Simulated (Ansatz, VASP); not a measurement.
**Ti: VASP beside Ansatz**

```
Ti
1.0
     0.00000    1.91030    2.29236
     1.91030    0.00000    2.29236
     1.91030    1.91030    0.00000
Ti
1
Direct
  0.00000 0.00000 0.00000
```

Alike in both runs: task single point; functional PBE; k mesh 22 × 22 × 22; occupations gaussian, width 0.15 eV; no spin polarisation.

|  | VASP | Ansatz |
| --- | --- | --- |
| version | VASP 6.6.1 | Ansatz 0.2.0 |
| potentials or method | VASP PAW PBE potentials, release 64 (Ti_sv), cutoff 520 eV | scalar-relativistic, plane waves, PAW |
| valence electrons in the cell | 12 | 12 |

VASP gave:

- gap on the k mesh at the Fermi level (eV): none
- pressure (GPa): 3.5
- traceless stress, the component that is largest in VASP (GPa): -3.96

What did Ansatz give for the same quantities?

gap on the k mesh at the Fermi level (eV): none; pressure (GPa): 3.7; traceless stress, the component that is largest in VASP (GPa): -3.93.

A gap of «none» marks a metal or a gap that the smearing closes.
